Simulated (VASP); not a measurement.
Wanted: the native input for a VASP 6.6.1 run.

```yaml
Task: single point
Functional: PBE
Potentials_or_basis: VASP PAW PBE potentials, release 64 (In_d)
Cutoff: 520 eV
k_mesh: 6 × 6 × 2
Occupations: gaussian, width 0.1 eV
Spin: no spin polarisation
Dipole_correction: no
Further_INCAR_settings: ALGO = Normal; EDIFF = 1e-06; NBANDS = 26
```

The structure of In lies in POSCAR:

```
In
1.0
    3.2540655501      0.0000000000      0.0000000000
    1.4004570491      3.0901008947      0.0000000000
    0.9003641330      0.6860092747      8.2485801558
In
3
Direct
    0.7834226631      0.7633938956      0.6673748566
    0.5222488123      0.5157336953      0.3335734863
    0.0276618579      0.0542057425      0.9990516571
```

These files were run (other wordings do the same):

INCAR

```
SYSTEM = In
PREC = Accurate
ENCUT = 520
EDIFF = 1E-6
ISMEAR = 0
SIGMA = 0.1
LREAL = .FALSE.
LASPH = .TRUE.
NELM = 60
ALGO = Normal
ISIF = 2
LWAVE = .FALSE.
LCHARG = .TRUE.
GGA = PE
LELF = .TRUE.
LVHAR = .TRUE.
NBANDS = 26
```

KPOINTS

```
Automatic mesh
0
G
  6 6 2
  0 0 0
```

Potentials or basis: VASP PAW PBE potentials, release 64 (In_d).

Command:

```console
$ cat potpaw_PBE.64/In_d/POTCAR > POTCAR
$ mpirun -np 1 vasp_std > vasp.out
```

It gave:

| Property | Result |
| --- | --- |
| Pressure | -0.3 GPa |
| Largest force | 0.018 eV/Å |
| Band gap on the k mesh | zero (an odd number of electrons rules out a gap without spin polarisation) |

Caveat: the k points lie up to 0.38 Å⁻¹ apart, too coarse for converged energies and pressures of a metal; spin-orbit coupling is left out, which moves the levels of the heavy elements.

It took 94 s on 1 thread of Intel Xeon 8259CL (shared host), peak memory 0.23 GiB.
